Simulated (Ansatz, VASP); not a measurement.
**One calculation of Cr, two programs**

INCAR

```
PREC = Accurate ; ENCUT = 520
EDIFF = 1E-6 ; ISMEAR = -1
SIGMA = 0.05 ; LREAL = False
LASPH = True ; NELM = 150
ALGO = Normal ; ISIF = 2
LWAVE = False ; LCHARG = True
ISPIN = 2 ; MAGMOM = 2.902 -2.902
LORBIT = 11 ; LMAXMIX = 4
GGA = RE ; LELF = True
LVHAR = True ; NBANDS = 23
```

The input KPOINTS:

```
Automatic mesh
0
Gamma
  11 11 11
```

POSCAR

```
Cr
1.0
    0.0000000000      2.7385218196      2.7385218196
    2.7385218196      0.0000000000      2.7385218196
    2.7385218196      2.7385218196      0.0000000000
Cr
2
Direct
    0.1250000000      0.1250000000      0.1250000000
    0.8750000000      0.8750000000      0.8750000000
```

Input for Ansatz:

```yaml
crystal:
  lattice:
    - [0.0, 2.7385218196, 2.7385218196]
    - [2.7385218196, 0.0, 2.7385218196]
    - [2.7385218196, 2.7385218196, 0.0]
  atoms:
    - { symbol: Cr, position: [0.125, 0.125, 0.125], spin: 2.902 }
    - { symbol: Cr, position: [0.875, 0.875, 0.875], spin: -2.902 }
hamiltonian:
  xc: revpbe
  pseudopotentials:
    kind: paw
    azcp:
      Cr: "pseudopotentials/Cr.paw.azcp"
basis:
  ecutwfc: 420
  fft_grid_basis: typed
kpoints:
  mp_grid: { grid: [11, 11, 11], shift: [0, 0, 0] }
magnetization:
  spin_polarized: true
scf:
  occupations: { method: fermi_dirac, width: 0.05 }
  lower_state_search: "off"
output:
  stress: true
```

Alike in both runs: task single point; functional revPBE; k mesh 11 × 11 × 11; occupations fermi-dirac, width 0.05 eV; collinear spin.

|  | VASP | Ansatz |
| --- | --- | --- |
| version | VASP 6.6.1 | Ansatz 0.2.0 |
| potentials or method | VASP PAW PBE potentials, release 64 (Cr_pv), cutoff 520 eV | plane waves (420 eV) with PAW, scalar-relativistic |
| valence electrons in the cell | 24 | 28 |

VASP gave:

* pressure (GPa): 1.3
* net moment per atom (μB): 0.00
* size of the moment on the site where the two differ most (μB): 3.03

Question: What did Ansatz give for the same quantities?

Answer: Pressure (GPa): 1.2; net moment per atom (μB): 0.00; size of the moment on the site where the two differ most (μB): 2.79.

VASP's potentials were made for PBE, not for revPBE. Site moments also hang on the region over which each program counts them. With one functional, cell and mesh, what is left measures potentials, basis and numerics. VASP's potentials hold 24 valence electrons a cell and Ansatz's 28, so a difference there can come from the potentials and not from the codes.
